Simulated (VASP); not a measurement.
# Sc3Ga2As (P6/mmm) in VASP: a series of runs

Runs on Sc3Ga2As. Level: PBE. Tasks: single point, relaxation of cell and atoms.

Program: VASP 6.6.1. These are calculated values, not measurements. Logs are shortened: lines on timing, memory, paths and dates and some standing lists are left out, and cuts for length are marked.

## Step 1: The cell of the first run

The structure is hexagonal, space group P6/mmm (No. 191). Conventional cell: a = 3.714 Å, b = 3.714 Å, c = 9.535 Å, α = 90.00°, β = 90.00°, γ = 120.00°. Within 3.1 Å of Sc (site symmetry 6mm) lie 1 Sc at 2.35 Å and 1 As at 2.42 Å. Sc (site symmetry 6/mmm) has 2 Sc at 2.35 Å within 3.1 Å. Ga (site symmetry -6m2) has 3 As at 2.14 Å and 3 Ga at 2.14 Å within 2.8 Å. Within 2.8 Å of As (site symmetry 6/mmm) lie 6 Ga at 2.14 Å and 2 Sc at 2.42 Å.

The cell was generated, and may not be a known phase.

## Step 2: Single point, PBE

INCAR reads:

```
SYSTEM = Sc3Ga2As
PREC = Accurate ; ENCUT = 520
EDIFF = 1E-6 ; ISMEAR = 0
SIGMA = 0.1 ; LREAL = .FALSE.
LASPH = .TRUE. ; NELM = 80
ALGO = Fast ; ISIF = 2
LWAVE = .FALSE. ; LCHARG = .TRUE.
GGA = PE ; LELF = .TRUE.
LVHAR = .TRUE. ; NBANDS = 41
```

KPOINTS reads:

```
Automatic mesh
0
G
  6 6 2
  0 0 0
```

POSCAR reads:

```
Sc3Ga2As
1.0
    3.7135959200      0.0000000000      0.0000000000
   -1.8567979600      3.2160684100      0.0000000000
    0.0000000000      0.0000000000      9.5354160600
Sc Ga As
3 2 1
Direct
    0.0000000000      0.0000000000      0.7534210100
    0.0000000000      0.0000000000      0.2465789900
    0.0000000000      0.0000000000      0.0000000000
    0.3333333300      0.6666666700      0.5000000000
    0.6666666700      0.3333333300      0.5000000000
    0.0000000000      0.0000000000      0.5000000000
```

Potentials or basis: VASP PAW PBE potentials, release 64 (Sc_sv, Ga_d, As).

Started as:

```sh
$ cat potpaw_PBE.64/Sc_sv/POTCAR potpaw_PBE.64/Ga_d/POTCAR potpaw_PBE.64/As/POTCAR > POTCAR
$ mpirun -np 1 vasp_std > vasp.out
```

OUTCAR:

```text
SYSTEM = Sc3Ga2As
   PREC = Accurate
   ENCUT = 520
   EDIFF = 1E-6
   ISMEAR = 0
   LREAL = .FALSE.
   LASPH = .TRUE.
   NELM = 80
   ISIF = 2
   GGA = PE

 ion  position               nearest neighbor table
   1  0.000  0.000  0.753-   3 2.35   6 2.42
   2  0.000  0.000  0.247-   3 2.35   6 2.42
   3  0.000  0.000  0.000-   1 2.35   2 2.35
   4  0.333  0.667  0.500-   6 2.14   5 2.14   5 2.14   6 2.14   6 2.14   5 2.14
   5  0.667  0.333  0.500-   6 2.14   4 2.14   4 2.14   6 2.14   6 2.14   4 2.14
   6  0.000  0.000  0.500-   4 2.14   5 2.14   5 2.14   4 2.14   5 2.14   4 2.14   1 2.42   2 2.42

  LATTYP: Found a hexagonal cell.
 ALAT       =     3.7135959200
 C/A-ratio  =     2.5677042590

  Lattice vectors:

 A1 = (   3.7135959200,   0.0000000000,   0.0000000000)
 A2 = (  -1.8567979600,   3.2160684100,   0.0000000000)
 A3 = (   0.0000000000,   0.0000000000,   9.5354160600)

Analysis of symmetry for initial positions (statically):
=====================================================================
 Subroutine PRICEL returns:
 Original cell was already a primitive cell.

 Routine SETGRP: Setting up the symmetry group for a
 hexagonal supercell.

 Subroutine GETGRP returns: Found 24 space group operations
 (whereof 24 operations were pure point group operations)
 out of a pool of 24 trial point group operations.

The static configuration has the point symmetry D_6h.

Analysis of symmetry for dynamics (positions and initial velocities):
=====================================================================
 Subroutine PRICEL returns:
 Original cell was already a primitive cell.

 Routine SETGRP: Setting up the symmetry group for a
 hexagonal supercell.

 Subroutine GETGRP returns: Found 24 space group operations
 (whereof 24 operations were pure point group operations)
 out of a pool of 24 trial point group operations.

The dynamic configuration has the point symmetry D_6h.

 Subroutine INISYM returns: Found 24 space group operations
 (whereof 24 operations are pure point group operations),
 and found     1 'primitive' translations

----------------------------------------------------------------------------------------

                                     Primitive cell

  volume of cell :     113.8832

  direct lattice vectors                    reciprocal lattice vectors
     3.713595920  0.000000000  0.000000000     0.269280778  0.155469330  0.000000000
    -1.856797960  3.216068410  0.000000000     0.000000000  0.310938659  0.000000000
     0.000000000  0.000000000  9.535416060     0.000000000  0.000000000  0.104872194

  length of vectors
     3.713595920  3.713595923  9.535416060     0.310938660  0.310938659  0.104872194

  position of ions in fractional coordinates (direct lattice)
     0.000000000  0.000000000  0.753421010
     0.000000000  0.000000000  0.246578990
     0.000000000  0.000000000  0.000000000
     0.333333330  0.666666670  0.500000000
     0.666666670  0.333333330  0.500000000
     0.000000000  0.000000000  0.500000000

  ion indices of the primitive-cell ions
   primitive index   ion index
                 1           1
                 2           2
                 3           3
                 4           4
                 5           5
                 6           6

----------------------------------------------------------------------------------------

 KPOINTS: Automatic mesh

Automatic generation of k-mesh.
 Grid dimensions read from file:
 generate k-points for:    6    6    2

 Generating k-lattice:

  Cartesian coordinates                     Fractional coordinates (reciprocal lattice)
     0.044880130  0.025911555  0.000000000     0.166666667  0.000000000  0.000000000
     0.000000000  0.051823110  0.000000000     0.000000000  0.166666667  0.000000000
     0.000000000  0.000000000  0.052436097     0.000000000  0.000000000  0.500000000

  Length of vectors
     0.051823110  0.051823110  0.052436097

  Shift w.r.t. Gamma in fractional coordinates (k-lattice)
     0.000000000  0.000000000  0.000000000

 Subroutine IBZKPT returns following result:
 ===========================================

 Found     14 irreducible k-points:

 Following reciprocal coordinates:
            Coordinates               Weight
  0.000000  0.000000  0.000000      1.000000
  0.166667  0.000000  0.000000      6.000000
  0.333333  0.000000  0.000000      6.000000
  0.500000  0.000000  0.000000      3.000000
  0.166667  0.166667  0.000000      6.000000
  0.333333  0.166667  0.000000     12.000000
  0.333333  0.333333  0.000000      2.000000
  0.000000  0.000000  0.500000      1.000000
  0.166667  0.000000  0.500000      6.000000
  0.333333  0.000000  0.500000      6.000000
  0.500000  0.000000  0.500000      3.000000
  0.166667  0.166667  0.500000      6.000000
  0.333333  0.166667  0.500000     12.000000
  0.333333  0.333333  0.500000      2.000000
   k-points           NKPTS =     14   k-points in BZ     NKDIM =     14   number of bands    NBANDS=     41
   number of dos      NEDOS =    301   number of ions     NIONS =      6
   total plane-waves  NPLWV =  56448
   dimension x,y,z NGX =    28 NGY =   28 NGZ =   72
   dimension x,y,z NGXF=    56 NGYF=   56 NGZF=  144
   ions per type =               3   2   1
   NGX,Y,Z   is equivalent  to a cutoff of  12.53, 12.53, 12.55 a.u.
   NGXF,Y,Z  is equivalent  to a cutoff of  25.07, 25.07, 25.11 a.u.
 SYSTEM =  Sc3Ga2As
   PREC   = accura    normal or accurate (medium, high low for compatibility)
   ISTART =      0    job   : 0-new  1-cont  2-samecut
   ICHARG =      2    charge: 1-file 2-atom 10-const
   ISPIN  =      1    spin polarized calculation?
   LNONCOLLINEAR =      F non collinear calculations
   LSORBIT =      F    spin-orbit coupling
   LASPH  =      T    aspherical Exc in radial PAW
   ENCUT  =  520.0 eV  38.22 Ry    6.18 a.u.   6.90  6.90 17.73*2*pi/ulx,y,z
   NELM   =     80;   NELMIN=  2; NELMDL= -5     # of ELM steps
   EDIFF  = 0.1E-05   stopping-criterion for ELM
   LREAL  =      F    real-space projection
   EDIFFG = 0.1E-04   stopping-criterion for IOM
   NSW    =      0    number of steps for IOM
   IBRION =     -1    ionic relax: 0-MD 1-quasi-New 2-CG
   NFREE  =      0    steps in history (QN), initial steepest desc. (CG)
   ISIF   =      2    stress and relaxation
   ISYM   =      2    0-nonsym 1-usesym 2-fastsym
   POTIM  = 0.5000    time-step for ionic-motion
   TEBEG  =    0.0;   TEEND  =   0.0 temperature during run
   PSTRESS=    0.0 pullay stress
   NELECT =      64.0000    total number of electrons
   NUPDOWN=      -1.0000    fix difference up-down
   EMIN   =  10.00;   EMAX   =-10.00  energy-range for DOS
   EFERMI =   0.00;   METHOD = LEGACY
   ISMEAR =     0;   SIGMA  =   0.10  broadening in eV -4-tet -1-fermi 0-gaus
   EFERMI_NEDOS =   21; number of points for ismear=-14 and -15
   IALGO  =     68    algorithm
   IMIX   =      4    mixing-type and parameters
     AMIX     =   0.40;   BMIX     =  1.00
     AMIX_MAG =   1.60;   BMIX_MAG =  1.00
  volume/ion in A,a.u.               =      18.98       128.09
  Fermi-wavevector in a.u.,A,eV,Ry     =   1.350978  2.552978 24.832561  1.825142
  Thomas-Fermi vector in A             =   2.478438
   LORBIT       =      0    0 simple, 1 ext, 2 COOP (PROOUT), +10 PAW based schemes
   GGA     = PE    functional components
   LHFCALC =     F    Hartree Fock is set to
   AEXX    =    0.0000 exact exchange contribution
   IVDW    =     0    specifies the selected vdW correction
   LEPSILON=     F    determine dielectric tensor
   LRPA    =     F    only Hartree local field effects (RPA)
 non-spin polarized calculation
 RMM-DIIS sequential band-by-band and
 Gauss-broadening in eV      SIGMA  =   0.10
  energy-cutoff  :      520.00
  volume of cell :      113.88
 maximum number of plane-waves:      3084
 NGX is ok and might be reduce to    28
   NGX = 13   NGY = 13   NGZ = 35

 number of electron      63.9999994 magnetization

 Free energy of the ion-electron system (eV)
  ---------------------------------------------------
  ext. energy  EPLUGINS =         0.00000000
  ---------------------------------------------------
  free energy    TOTEN  =       -15.86099000 eV

  energy without entropy =      -15.82900292  energy(sigma->0) =      -15.84499646

 E-fermi :   5.8834     XC(G=0): -10.5649

 val. band max:        5.8788397306   @ k =   0.3333   0.1667   0.5000
 cond. band min:       5.9493297349   @ k =   0.5000   0.0000   0.5000
 fundamental gap:      0.0704900043
 Fermi energy:         5.8833622552

 k-point     1 :       0.0000    0.0000    0.0000
  band No.  band energies     occupation
      1     -43.7983      2.00000
      2     -43.5150      2.00000
      3     -43.3398      2.00000
      4     -23.4947      2.00000
      5     -22.4348      2.00000
      6     -22.2851      2.00000
[... 33 lines left out ...]
     40       7.4674      0.00000
     41       8.5330      0.00000

 k-point     2 :       0.1667    0.0000    0.0000
  band No.  band energies     occupation
      1     -43.7963      2.00000
      2     -43.5132      2.00000
      3     -43.3382      2.00000
      4     -23.4910      2.00000
      5     -22.4300      2.00000
      6     -22.3079      2.00000
[... 33 lines left out ...]
     40       7.9511      0.00000
     41       8.2009      0.00000

 k-point     3 :       0.3333    0.0000    0.0000
  band No.  band energies     occupation
      1     -43.7925      2.00000
      2     -43.5095      2.00000
      3     -43.3349      2.00000
      4     -23.4835      2.00000
      5     -22.4205      2.00000
      6     -22.3534      2.00000
[... 33 lines left out ...]
     40       8.7566      0.00000
     41       8.9671      0.00000

 k-point     4 :       0.5000    0.0000    0.0000
  band No.  band energies     occupation
      1     -43.7905      2.00000
      2     -43.5076      2.00000
      3     -43.3332      2.00000
      4     -23.4798      2.00000
      5     -22.4158      2.00000
      6     -22.3760      2.00000
[... 385 lines left out ...]
     40       8.0159      0.00000
     41       8.2188      0.00000

 k-point    13 :       0.3333    0.1667    0.5000
  band No.  band energies     occupation
      1     -43.7906      2.00000
      2     -43.5073      2.00000
      3     -43.3334      2.00000
      4     -23.4837      2.00000
      5     -22.4037      2.00000
      6     -22.3638      2.00000
[... 33 lines left out ...]
     40       8.7864      0.00000
     41       9.3836      0.00000

 k-point    14 :       0.3333    0.3333    0.5000
  band No.  band energies     occupation
      1     -43.7897      2.00000
      2     -43.5064      2.00000
      3     -43.3326      2.00000
      4     -23.4817      2.00000
      5     -22.4021      2.00000
      6     -22.3482      2.00000
[... 33 lines left out ...]
     40       9.1299      0.00000
     41       9.1896      0.00000

------------------------ aborting loop because EDIFF is reached ----------------------------------------

  FORCE on cell =-STRESS in cart. coord.  units (eV):
  Direction    XX          YY          ZZ          XY          YZ          ZX
  --------------------------------------------------------------------------------------
  -------------------------------------------------------------------------------------
  Total       47.4292180     47.4292182     14.7313222      0.0000000      0.0000000     -0.0000000
  in kB      667.2628951    667.2628967    207.2491405      0.0000000      0.0000000     -0.0000000
  external PRESSURE =     513.9249774 kB  Pullay stress =       0.0000000 kB

 VOLUME and BASIS-vectors are now :
 -----------------------------------------------------------------------------
  energy-cutoff  :      520.00
  volume of cell :      113.88
      direct lattice vectors                 reciprocal lattice vectors
     3.713595920  0.000000000  0.000000000     0.269280778  0.155469330  0.000000000
    -1.856797960  3.216068410  0.000000000     0.000000000  0.310938659  0.000000000
     0.000000000  0.000000000  9.535416060     0.000000000  0.000000000  0.104872194

 POSITION                                       TOTAL-FORCE (eV/Angst)
 -----------------------------------------------------------------------------------
      0.00000      0.00000      7.18418         0.000000     -0.000000     -1.409607
      0.00000      0.00000      2.35123         0.000000      0.000000      1.409607
      0.00000      0.00000      0.00000         0.000000     -0.000000     -0.000000
     -0.00000      2.14405      4.76771        -0.000000     -0.000000     -0.000000
      1.85680      1.07202      4.76771        -0.000000      0.000000     -0.000000
      0.00000      0.00000      4.76771         0.000000     -0.000000     -0.000000
 -----------------------------------------------------------------------------------
    total drift:                                0.000000      0.000000      0.000000

  FREE ENERGIE OF THE ION-ELECTRON SYSTEM (eV)
  ---------------------------------------------------
  free  energy   TOTEN  =       -15.8609900002 eV

  energy  without entropy=      -15.8290029154  energy(sigma->0) =      -15.84499646
```

Run time: 55 s. Hardware: 1 thread of AMD EPYC 9R45 (Zen 5), shared host; peak memory 0.22 GiB.

Results:

```yaml
Free_energy: -15.8610 eV
Pressure: 51.4 GPa
Largest_force: 1.410 eV/Å
Band_gap_on_the_k_mesh: zero (bands 32 and 33 overlap by 0.71 eV)
```

Forces in eV/Å, atoms in the order of the input:
```
Sc   0.000  0.000 -1.410
Sc   0.000  0.000  1.410
Sc   0.000  0.000  0.000
Ga   0.000  0.000  0.000
Ga   0.000  0.000  0.000
As   0.000  0.000  0.000
```

Caveat: the stress differs along the axes, from 21 to 67 GPa; forces of over 1 eV/Å act on the atoms, so gaps and moduli don't describe the material at rest.

## Step 3: Single point, PBE

This run uses another cell than the first one, of 32.26 Å³/atom.

INCAR reads:

```
SYSTEM = Sc3Ga2As
PREC = Accurate
ENCUT = 520
EDIFF = 1E-7
ISMEAR = 0
SIGMA = 0.1
LREAL = .FALSE.
LASPH = .TRUE.
NELM = 60
ALGO = Fast
ISIF = 2
LWAVE = .FALSE.
LCHARG = .FALSE.
GGA = PE
NBANDS = 41
```

KPOINTS is that of step 2.

POSCAR reads:

```
Sc3Ga2As
1.0
    4.5124229644      0.0000000000      0.0000000000
   -2.2562114822      3.9078729198      0.0000000000
    0.0000000000      0.0000000000     10.9752229411
Sc Ga As
3 2 1
Direct
    0.0000000000      0.0000000000      0.7291147578
    0.0000000000      0.0000000000      0.2708852422
    0.0000000000      0.0000000000      0.0000000000
    0.3333333333      0.6666666667      0.5000000000
    0.6666666667      0.3333333333      0.5000000000
    0.0000000000      0.0000000000      0.5000000000
```

Potentials or basis: VASP PAW PBE potentials, release 64 (Sc_sv, Ga_d, As).

Started as:

```sh
$ cat potpaw_PBE.64/Sc_sv/POTCAR potpaw_PBE.64/Ga_d/POTCAR potpaw_PBE.64/As/POTCAR > POTCAR
$ mpirun -np 1 vasp_std > vasp.out
```

Wall time 3.4 min (1 thread of AMD EPYC 9R45 (Zen 5), shared host); peak memory 0.35 GiB.

The run converged. Its results:

```
Free energy            : -24.5799 eV
Pressure               : 0.0 GPa
Largest force          : 0.039 eV/Å
Band gap on the k mesh : zero (bands 32 and 33 overlap by 0.58 eV)
```

Forces in eV/Å, atoms in the order of the input:
```
Sc   0.000  0.000  0.039
Sc   0.000  0.000 -0.039
Sc   0.000  0.000  0.000
Ga   0.000  0.000  0.000
Ga   0.000  0.000  0.000
As   0.000  0.000  0.000
```

Levels at points of the mesh, in eV from the Fermi level:
```csv
k point,band 28,band 29,band 30,band 31,band 32,band 33,band 34,band 35,band 36,band 37
"(0.00, 0.00, 0.00)",-2.98,-1.29,-1.24,-1.24,-0.49,-0.10,0.02,0.07,0.38,0.38
"(0.50, 0.00, 0.00)",-1.75,-1.31,-0.48,-0.44,-0.36,0.04,0.22,0.82,1.28,1.31
"(0.00, 0.00, 0.50)",-2.62,-1.58,-1.24,-1.24,-1.02,-0.49,0.21,0.60,0.60,0.61
"(0.50, 0.00, 0.50)",-1.76,-0.92,-0.50,-0.40,-0.39,0.15,0.40,0.45,0.73,1.06
```

## Step 4: Relaxation of cell and atoms, PBE

INCAR reads:

```
SYSTEM = Sc3Ga2As
PREC     = Accurate       ! precision mode
ENCUT    = 600            ! plane-wave cutoff, eV
EDIFF    = 1E-6           ! SCF threshold, eV
ISMEAR   = 0              ! smearing method
SIGMA    = 0.1            ! smearing width, eV
LREAL    = .False.        ! projectors in reciprocal space
LASPH    = .True.         ! aspherical terms in the spheres
NELM     = 80             ! most SCF steps
ALGO     = Fast           ! electronic algorithm
ISIF     = 3              ! what is computed and relaxed
LWAVE    = .False.        ! write WAVECAR
LCHARG   = .False.        ! write CHGCAR
GGA      = PE             ! functional
IBRION   = 2              ! ionic algorithm
NSW      = 90             ! ionic steps
EDIFFG   = -0.04          ! ionic threshold
```

KPOINTS reads:

```
Automatic mesh
0
Gamma
  6 6 2
  0 0 0
```

POSCAR reads:

```
Sc3Ga2As
1.0
    3.7135959200      0.0000000000      0.0000000000
   -1.8567979600      3.2160684100      0.0000000000
    0.0000000000      0.0000000000      9.5354160600
Sc Ga As
3 2 1
Direct
    0.0000000000      0.0000000000      0.7534210100
    0.0000000000      0.0000000000      0.2465789900
    0.0000000000      0.0000000000      0.0000000000
    0.3333333300      0.6666666700      0.5000000000
    0.6666666700      0.3333333300      0.5000000000
    0.0000000000      0.0000000000      0.5000000000
```

Started as:

```sh
$ cat potpaw_PBE.64/Sc_sv/POTCAR potpaw_PBE.64/Ga_d/POTCAR potpaw_PBE.64/As/POTCAR > POTCAR
$ mpirun -np 1 vasp_std > vasp.out
```

It took 32 min on 1 thread of AMD EPYC 9R45 (Zen 5), shared host; peak memory 0.29 GiB.

It converged, with:

- Free energy: -24.5533 eV
- Relaxed volume: 32.13 Å³/atom
- Relaxed cell: a = 4.508 Å, b = 4.508 Å, c = 10.954 Å, α = 90.00°, β = 90.00°, γ = 120.00°
- Space group after relaxing (to 0.1 Å): P6/mmm (No. 191)
- Pressure after relaxing: 0.0 GPa
- Largest force after relaxing: 0.017 eV/Å
- Band gap on the k mesh: zero (bands 32 and 33 overlap by 0.56 eV)

Forces in eV/Å, atoms in the order of the input:
```
Sc   0.000  0.000  0.017
Sc   0.000  0.000 -0.017
Sc   0.000  0.000  0.000
Ga   0.000  0.000  0.000
Ga   0.000  0.000  0.000
As   0.000  0.000  0.000
```

Stress tensor (GPa, compression positive):
```
0.00 0.00 0.00
0.00 0.00 0.00
0.00 0.00 0.10
```

Final structure:
```xyz
6
Lattice="4.5081 0.0000 0.0000 -2.2540 3.9041 0.0000 0.0000 0.0000 10.9536" Properties=species:S:1:pos:R:3 pbc="T T T"
Sc    4.5081    0.0000    7.9920
Sc    0.0000    0.0000    2.9617
Sc    4.5081    0.0000   10.9536
Ga    0.0000    2.6027    5.4768
Ga    2.2540    1.3014    5.4768
As    4.5081    0.0000    5.4768
```

Levels at points of the mesh, in eV from the Fermi level:
| k point | band 28 | band 29 | band 30 | band 31 | band 32 | band 33 | band 34 | band 35 | band 36 | band 37 |
| --- | --- | --- | --- | --- | --- | --- | --- | --- | --- | --- |
| (0.00, 0.00, 0.00) | -2.99 | -1.29 | -1.25 | -1.25 | -0.47 | -0.10 | 0.03 | 0.08 | 0.37 | 0.37 |
| (0.50, 0.00, 0.00) | -1.76 | -1.31 | -0.48 | -0.45 | -0.35 | 0.04 | 0.22 | 0.83 | 1.26 | 1.30 |
| (0.00, 0.00, 0.50) | -2.62 | -1.58 | -1.25 | -1.25 | -1.02 | -0.47 | 0.22 | 0.60 | 0.60 | 0.61 |
| (0.50, 0.00, 0.50) | -1.77 | -0.91 | -0.51 | -0.40 | -0.39 | 0.16 | 0.40 | 0.46 | 0.73 | 1.07 |

Caveat: the volume moved by over 15 % at a fixed basis, so the end points are rough.

[end of part 1 of 2]

The gap in the log of VASP goes by the Fermi energy; the results here count the filled bands.